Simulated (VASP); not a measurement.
# Ir (P6_3/mmc) in VASP: a series of runs

The runs below take Ir through single point, with PBEsol.

All numbers are computed with VASP 6.6.1; they aren't measurements. Logs are shortened: lines on timing, memory, paths and dates and some standing lists are left out, and cuts for length are marked.

### 1 The cell of the first run

It takes space group P6_3/mmc (No. 194, hexagonal). The conventional cell has a = 2.682 Å, b = 2.682 Å, c = 4.353 Å, α = 90.00°, β = 90.00°, γ = 120.00°. Within 3.5 Å of Ir (site symmetry -6m2) lie 12 Ir at 2.67 to 2.68 Å.

### 2 Single point, PBEsol (volume scaled by 0.96)

INCAR

```
ALGO = Normal
EDIFF = 1E-7
ENCUT = 520
GGA = PS
ISIF = 2
ISMEAR = -1
LASPH = T
LCHARG = F
LREAL = F
LWAVE = F
NBANDS = 16
NELM = 60
PREC = Accurate
SIGMA = 0.1
```

KPOINTS

```
k-points
0
Gamma
  15 15 8
```

POSCAR

```
Ir
1.0
    2.6823918508      0.0000000000      0.0000000000
   -1.3411959254      2.3230194857      0.0000000000
    0.0000000000      0.0000000000      4.3533764827
Ir
2
Direct
    0.3333333333      0.6666666667      0.2500000000
    0.6666666667      0.3333333333      0.7500000000
```

Potentials or basis: VASP PAW PBE potentials, release 64 (Ir).

Command:

```console
cat potpaw_PBE.64/Ir/POTCAR > POTCAR
mpirun -np 1 vasp_std > vasp.out
```

OUTCAR:

```text
EDIFF = 1E-7
   ENCUT = 520
   GGA = PS
   ISIF = 2
   ISMEAR = -1
   LASPH = T
   LREAL = F
   NELM = 60
   PREC = Accurate

 ion  position               nearest neighbor table
   1  0.333  0.667  0.250-   2 2.67   2 2.67   2 2.67   2 2.67   2 2.67   2 2.67
   2  0.667  0.333  0.750-   1 2.67   1 2.67   1 2.67   1 2.67   1 2.67   1 2.67

  LATTYP: Found a hexagonal cell.
 ALAT       =     2.6823918508
 C/A-ratio  =     1.6229457607

  Lattice vectors:

 A1 = (   2.6823918508,   0.0000000000,   0.0000000000)
 A2 = (  -1.3411959254,   2.3230194857,   0.0000000000)
 A3 = (   0.0000000000,   0.0000000000,   4.3533764827)

Analysis of symmetry for initial positions (statically):
=====================================================================
 Subroutine PRICEL returns:
 Original cell was already a primitive cell.

 Routine SETGRP: Setting up the symmetry group for a
 hexagonal supercell.

 Subroutine GETGRP returns: Found 24 space group operations
 (whereof 12 operations were pure point group operations)
 out of a pool of 24 trial point group operations.

The static configuration has the point symmetry D_3d.
 The point group associated with its full space group is D_6h.

Analysis of symmetry for dynamics (positions and initial velocities):
=====================================================================
 Subroutine PRICEL returns:
 Original cell was already a primitive cell.

 Routine SETGRP: Setting up the symmetry group for a
 hexagonal supercell.

 Subroutine GETGRP returns: Found 24 space group operations
 (whereof 12 operations were pure point group operations)
 out of a pool of 24 trial point group operations.

The dynamic configuration has the point symmetry D_3d.
 The point group associated with its full space group is D_6h.

 Subroutine INISYM returns: Found 24 space group operations
 (whereof 12 operations are pure point group operations),
 and found     1 'primitive' translations

----------------------------------------------------------------------------------------

                                     Primitive cell

  volume of cell :      27.1270

  direct lattice vectors                    reciprocal lattice vectors
     2.682391851  0.000000000  0.000000000     0.372801610  0.215237110  0.000000000
    -1.341195925  2.323019486  0.000000000     0.000000000  0.430474220  0.000000000
     0.000000000  0.000000000  4.353376483     0.000000000  0.000000000  0.229706758

  length of vectors
     2.682391851  2.682391851  4.353376483     0.430474220  0.430474220  0.229706758

  position of ions in fractional coordinates (direct lattice)
     0.333333333  0.666666667  0.250000000
     0.666666667  0.333333333  0.750000000

  ion indices of the primitive-cell ions
   primitive index   ion index
                 1           1
                 2           2

----------------------------------------------------------------------------------------

 KPOINTS: k-points

Automatic generation of k-mesh.
 Grid dimensions read from file:
 generate k-points for:   15   15    8

 Generating k-lattice:

  Cartesian coordinates                     Fractional coordinates (reciprocal lattice)
     0.024853441  0.014349141  0.000000000     0.066666667  0.000000000  0.000000000
     0.000000000  0.028698281  0.000000000     0.000000000  0.066666667  0.000000000
     0.000000000  0.000000000  0.028713345     0.000000000  0.000000000  0.125000000

  Length of vectors
     0.028698281  0.028698281  0.028713345

  Shift w.r.t. Gamma in fractional coordinates (k-lattice)
     0.000000000  0.000000000  0.000000000

 Subroutine IBZKPT returns following result:
 ===========================================

 Found    135 irreducible k-points:

 Following reciprocal coordinates:
            Coordinates               Weight
  0.000000  0.000000  0.000000      1.000000
  0.066667 -0.000000  0.000000      6.000000
  0.133333 -0.000000  0.000000      6.000000
  0.200000  0.000000  0.000000      6.000000
  0.266667 -0.000000  0.000000      6.000000
  0.333333 -0.000000  0.000000      6.000000
[... 16 lines left out ...]
  0.333333  0.200000  0.000000     12.000000
  0.400000  0.200000  0.000000      6.000000
 [... further k-points ...]
   k-points           NKPTS =    135   k-points in BZ     NKDIM =    135   number of bands    NBANDS=     16
   number of dos      NEDOS =    301   number of ions     NIONS =      2
   total plane-waves  NPLWV =  12800
   dimension x,y,z NGX =    20 NGY =   20 NGZ =   32
   dimension x,y,z NGXF=    40 NGYF=   40 NGZF=   64
   ions per type =               2
   NGX,Y,Z   is equivalent  to a cutoff of  12.40, 12.40, 12.22 a.u.
   NGXF,Y,Z  is equivalent  to a cutoff of  24.79, 24.79, 24.44 a.u.
 SYSTEM =  unknown system
   PREC   = accura    normal or accurate (medium, high low for compatibility)
   ISTART =      0    job   : 0-new  1-cont  2-samecut
   ICHARG =      2    charge: 1-file 2-atom 10-const
   ISPIN  =      1    spin polarized calculation?
   LNONCOLLINEAR =      F non collinear calculations
   LSORBIT =      F    spin-orbit coupling
   LASPH  =      T    aspherical Exc in radial PAW
   ENCUT  =  520.0 eV  38.22 Ry    6.18 a.u.   4.99  4.99  8.09*2*pi/ulx,y,z
   NELM   =     60;   NELMIN=  2; NELMDL= -5     # of ELM steps
   EDIFF  = 0.1E-06   stopping-criterion for ELM
   LREAL  =      F    real-space projection
   EDIFFG = 0.1E-05   stopping-criterion for IOM
   NSW    =      0    number of steps for IOM
   IBRION =     -1    ionic relax: 0-MD 1-quasi-New 2-CG
   NFREE  =      0    steps in history (QN), initial steepest desc. (CG)
   ISIF   =      2    stress and relaxation
   ISYM   =      2    0-nonsym 1-usesym 2-fastsym
   POTIM  = 0.5000    time-step for ionic-motion
   TEBEG  =    0.0;   TEEND  =   0.0 temperature during run
   PSTRESS=    0.0 pullay stress
   NELECT =      18.0000    total number of electrons
   NUPDOWN=      -1.0000    fix difference up-down
   EMIN   =  10.00;   EMAX   =-10.00  energy-range for DOS
   EFERMI =   0.00;   METHOD = LEGACY
   ISMEAR =    -1;   SIGMA  =   0.10  broadening in eV -4-tet -1-fermi 0-gaus
   EFERMI_NEDOS =   21; number of points for ismear=-14 and -15
   IALGO  =     38    algorithm
   IMIX   =      4    mixing-type and parameters
     AMIX     =   0.40;   BMIX     =  1.00
     AMIX_MAG =   1.60;   BMIX_MAG =  1.00
  volume/ion in A,a.u.               =      13.56        91.53
  Fermi-wavevector in a.u.,A,eV,Ry     =   1.427903  2.698345 27.740996  2.038906
  Thomas-Fermi vector in A             =   2.548022
   LORBIT       =      0    0 simple, 1 ext, 2 COOP (PROOUT), +10 PAW based schemes
   GGA     = PS    functional components
   LHFCALC =     F    Hartree Fock is set to
   AEXX    =    0.0000 exact exchange contribution
   IVDW    =     0    specifies the selected vdW correction
   LEPSILON=     F    determine dielectric tensor
   LRPA    =     F    only Hartree local field effects (RPA)
 non-spin polarized calculation
  energy-cutoff  :      520.00
  volume of cell :       27.13
 maximum number of plane-waves:       760
 NGX is ok and might be reduce to    20
   NGX =  9   NGY =  9   NGZ = 17

 number of electron      17.9999999 magnetization

 Free energy of the ion-electron system (eV)
  ---------------------------------------------------
  ext. energy  EPLUGINS =         0.00000000
  ---------------------------------------------------
  free energy    TOTEN  =       -19.46078883 eV

  energy without entropy =      -19.39075832  energy(sigma->0) =      -19.42577358

 E-fermi :  11.1332     XC(G=0): -14.3492

 val. band max:       11.1322112640   @ k =   0.2000   0.0667   0.3750
 cond. band min:      11.1336809934   @ k =   0.1333   0.0667   0.5000
 fundamental gap:      0.0014697294
 Fermi energy:        11.1332375709

 k-point     1 :       0.0000    0.0000    0.0000
  band No.  band energies     occupation
      1      -0.6589      2.00000
      2       2.4126      2.00000
      3       6.8789      2.00000
      4       6.9893      2.00000
      5       6.9893      2.00000
      6       7.7020      2.00000
[... 8 lines left out ...]
     15      27.4971      0.00000
     16      28.6860      0.00000

 k-point     2 :       0.0667   -0.0000    0.0000
  band No.  band energies     occupation
      1      -0.4761      2.00000
      2       2.5771      2.00000
      3       6.5606      2.00000
      4       7.1461      2.00000
      5       7.2655      2.00000
      6       7.5991      2.00000
[... 8 lines left out ...]
     15      27.7424      0.00000
     16      28.9937      0.00000

 k-point     3 :       0.1333   -0.0000    0.0000
  band No.  band energies     occupation
      1       0.0502      2.00000
      2       3.0207      2.00000
      3       6.1304      2.00000
      4       7.2699      2.00000
      5       7.4295      2.00000
      6       7.6071      2.00000
[... 8 lines left out ...]
     15      28.3251      0.00000
     16      29.5297      0.00000

 k-point     4 :       0.2000    0.0000    0.0000
  band No.  band energies     occupation
      1       0.8453      2.00000
      2       3.5386      2.00000
      3       5.8036      2.00000
      4       6.3011      2.00000
      5       6.9605      2.00000
      6       7.7685      2.00000
[... 8 lines left out ...]
     15      28.0261      0.00000
     16      28.9718      0.00000
[... 324 lines left out ...]
 k-point    22 :       0.2667    0.2000    0.0000
  band No.  band energies     occupation
      1       3.8113      2.00000
      2       4.1551      2.00000
      3       4.4430      2.00000
      4       5.3456      2.00000
      5       6.3602      2.00000
      6       7.5163      2.00000
[... 8 lines left out ...]
     15      21.7579      0.00000
     16      26.5209      0.00000

 k-point    23 :       0.3333    0.2000    0.0000
  band No.  band energies     occupation
      1       3.8715      2.00000
      2       4.1005      2.00000
      3       4.2232      2.00000
      4       5.9980      2.00000
      5       6.3777      2.00000
      6       7.1692      2.00000
[... 8 lines left out ...]
     15      23.1108      0.00000
     16      25.7712      0.00000

 k-point    24 :       0.4000    0.2000    0.0000
  band No.  band energies     occupation
      1       3.7740      2.00000
      2       4.1199      2.00000
      3       4.1880      2.00000
      4       6.3043      2.00000
      5       6.4314      2.00000
      6       7.0002      2.00000
[... 8 lines left out ...]
     15      23.7198      0.00000
     16      24.7139      0.00000

 [... further k-points ...]
[... 5 lines left out ...]
  --------------------------------------------------------------------------------------
  -------------------------------------------------------------------------------------
  Total        3.1080634      3.1080634      3.1143429      0.0000000      0.0000000      0.0000000
  in kB      183.5689164    183.5689164    183.9398000      0.0000000      0.0000000      0.0000000
  external PRESSURE =     183.6925443 kB  Pullay stress =       0.0000000 kB

 VOLUME and BASIS-vectors are now :
 -----------------------------------------------------------------------------
  energy-cutoff  :      520.00
  volume of cell :       27.13
      direct lattice vectors                 reciprocal lattice vectors
     2.682391851  0.000000000  0.000000000     0.372801610  0.215237110  0.000000000
    -1.341195925  2.323019486  0.000000000     0.000000000  0.430474220  0.000000000
     0.000000000  0.000000000  4.353376483     0.000000000  0.000000000  0.229706758

 POSITION                                       TOTAL-FORCE (eV/Angst)
 -----------------------------------------------------------------------------------
     -0.00000      1.54868      1.08834        -0.000000      0.000000      0.000000
      1.34120      0.77434      3.26503         0.000000     -0.000000      0.000000
 -----------------------------------------------------------------------------------
    total drift:                                0.000000     -0.000000     -0.000000

  FREE ENERGIE OF THE ION-ELECTRON SYSTEM (eV)
  ---------------------------------------------------
  free  energy   TOTEN  =       -19.4607888336 eV

  energy  without entropy=      -19.3907583219  energy(sigma->0) =      -19.42577358
```

Run time: 21 s. Hardware: 1 thread of AMD EPYC 9R45 (Zen 5), shared host; peak memory 0.14 GiB.

What came out:

```
Free energy            : -19.4608 eV
Pressure               : 18.4 GPa
Band gap on the k mesh : zero (band 9 reaches 12.20 eV, above the bottom of band 10 at 8.64 eV)
```

Levels at points of the mesh, in eV from the Fermi level:
```
           k point  band 7  band 8  band 9  band 10  band 11  band 12
(0.00, 0.00, 0.00)   -3.43   -2.55   -2.55    -1.01     0.29     0.29
(0.00, 0.00, 0.50)   -4.27   -4.27   -0.50    -0.50    -0.50    -0.50
```

Caveat: the cell differs from its parent crystal (volume scaled by 0.96); the PAW data sets were made with another functional, which shifts forces and pressure a little; spin-orbit coupling is left out, which moves the levels of the heavy elements.

### 3 Single point, PBEsol

This run uses another cell than the first one, of 14.13 Å³/atom, 1.042 times its volume.

INCAR

```
ALGO = Normal ; EDIFF = 1E-6
ENCUT = 520 ; GGA = PS
ISIF = 2 ; ISMEAR = -1
LASPH = True ; LCHARG = True
LELF = True ; LREAL = False
LVHAR = True ; LWAVE = False
NBANDS = 16 ; NELM = 100
PREC = Accurate ; SIGMA = 0.1
```

KPOINTS is that of step 2.

POSCAR

```
Ir
1.0
    2.7191415113      0.0000000000      0.0000000000
   -1.3595707557      2.3548456253      0.0000000000
    0.0000000000      0.0000000000      4.4130191885
Ir
2
Direct
    0.3333333333      0.6666666667      0.2500000000
    0.6666666667      0.3333333333      0.7500000000
```

Potentials or basis: VASP PAW PBE potentials, release 64 (Ir).

Command:

```console
cat potpaw_PBE.64/Ir/POTCAR > POTCAR
mpirun -np 1 vasp_std > vasp.out
```

OUTCAR:

```text
EDIFF = 1E-6
   ENCUT = 520
   GGA = PS
   ISIF = 2
   ISMEAR = -1
   LASPH = True
   LREAL = False
   NELM = 100
   PREC = Accurate

 ion  position               nearest neighbor table
   1  0.333  0.667  0.250-   2 2.71   2 2.71   2 2.71   2 2.71   2 2.71   2 2.71
   2  0.667  0.333  0.750-   1 2.71   1 2.71   1 2.71   1 2.71   1 2.71   1 2.71

  LATTYP: Found a hexagonal cell.
 ALAT       =     2.7191415113
 C/A-ratio  =     1.6229457607

  Lattice vectors:

[... 193 lines left out ...]
      6       7.1772      2.00000
[... 433 lines left out ...]
      3       3.8066      2.00000
      4       5.8289      2.00000
      5       5.9837      2.00000
      6       6.5107      2.00000
[... 8 lines left out ...]
     15      22.5554      0.00000
     16      23.5018      0.00000

 [... further k-points ...]
[... 5 lines left out ...]
  --------------------------------------------------------------------------------------
  -------------------------------------------------------------------------------------
  Total        0.1617407      0.1617407      0.1087991     -0.0000000      0.0000000      0.0000000
  in kB        9.1706467      9.1706467      6.1688717     -0.0000000      0.0000000      0.0000000
  external PRESSURE =       8.1700550 kB  Pullay stress =       0.0000000 kB

 VOLUME and BASIS-vectors are now :
 -----------------------------------------------------------------------------
  energy-cutoff  :      520.00
  volume of cell :       28.26
      direct lattice vectors                 reciprocal lattice vectors
     2.719141511  0.000000000  0.000000000     0.367763133  0.212328144  0.000000000
    -1.359570756  2.354845625  0.000000000     0.000000000  0.424656287  0.000000000
     0.000000000  0.000000000  4.413019188     0.000000000  0.000000000  0.226602232

 POSITION                                       TOTAL-FORCE (eV/Angst)
 -----------------------------------------------------------------------------------
     -0.00000      1.56990      1.10325         0.000000     -0.000000      0.000000
      1.35957      0.78495      3.30976        -0.000000      0.000000      0.000000
 -----------------------------------------------------------------------------------
    total drift:                               -0.000000      0.000000     -0.000000

  FREE ENERGIE OF THE ION-ELECTRON SYSTEM (eV)
  ---------------------------------------------------
  free  energy   TOTEN  =       -19.5263847699 eV

  energy  without entropy=      -19.4511159282  energy(sigma->0) =      -19.48875035
```

Wall time 25 s (1 thread of AMD EPYC 9R45 (Zen 5), shared host); peak memory 0.15 GiB.

What came out:

```
Free energy            : -19.5264 eV
Pressure               : 0.8 GPa
Band gap on the k mesh : zero (band 9 reaches 11.38 eV, above the bottom of band 10 at 8.06 eV)
```

Caveat: the PAW data sets were made with another functional, which shifts forces and pressure a little; spin-orbit coupling is left out, which moves the levels of the heavy elements.

### 4 Single point, PBEsol (volume scaled by 1.04)

INCAR

```
ALGO     = Normal         # electronic algorithm
EDIFF    = 1E-7           # SCF threshold, eV
ENCUT    = 520            # plane-wave cutoff, eV
GGA      = PS             # functional
ISIF     = 2              # what is computed and relaxed
ISMEAR   = -1             # smearing method
LASPH    = True           # aspherical terms in the spheres
LCHARG   = False          # write CHGCAR
LREAL    = False          # projectors in reciprocal space
LWAVE    = False          # write WAVECAR
NBANDS   = 16             # bands
NELM     = 100            # most SCF steps
PREC     = Accurate       # precision mode
SIGMA    = 0.1            # smearing width, eV
```

KPOINTS is that of step 3.

POSCAR

```
Ir
1.0
    2.7549237925      0.0000000000      0.0000000000
   -1.3774618963      2.3858339898      0.0000000000
    0.0000000000      0.0000000000      4.4710918900
Ir
2
Direct
    0.3333333333      0.6666666667      0.2500000000
    0.6666666667      0.3333333333      0.7500000000
```

Command:

```console
cat potpaw_PBE.64/Ir/POTCAR > POTCAR
mpirun -np 1 vasp_std > vasp.out
```

Wall time 27 s (1 thread of AMD EPYC 9R45 (Zen 5), shared host); peak memory 0.15 GiB.

It converged, with:

| Quantity | Value |
| --- | --- |
| Free energy | -19.4820 eV |
| Pressure | -13.0 GPa |
| Band gap on the k mesh | zero (band 9 reaches 10.62 eV, above the bottom of band 10 at 7.52 eV) |

Stress tensor (GPa, compression positive):
```
-12.78   0.00   0.00
  0.00 -12.78   0.00
  0.00   0.00 -13.32
```

Levels at points of the mesh, in eV from the Fermi level:
```tsv
k point	band 5	band 6	band 7	band 8	band 9	band 10	band 11	band 12	band 13	band 14
(0.00, 0.00, 0.00)	-3.64	-3.02	-3.02	-2.25	-2.25	-0.78	0.26	0.26	6.69	14.28
(0.00, 0.00, 0.50)	-3.76	-3.76	-3.76	-3.76	-0.45	-0.45	-0.45	-0.45	13.53	13.53
```

Caveat: the cell differs from its parent crystal (volume scaled by 1.04); the PAW data sets were made with another functional, which shifts forces and pressure a little; spin-orbit coupling is left out, which moves the levels of the heavy elements.

[end of part 1 of 2]
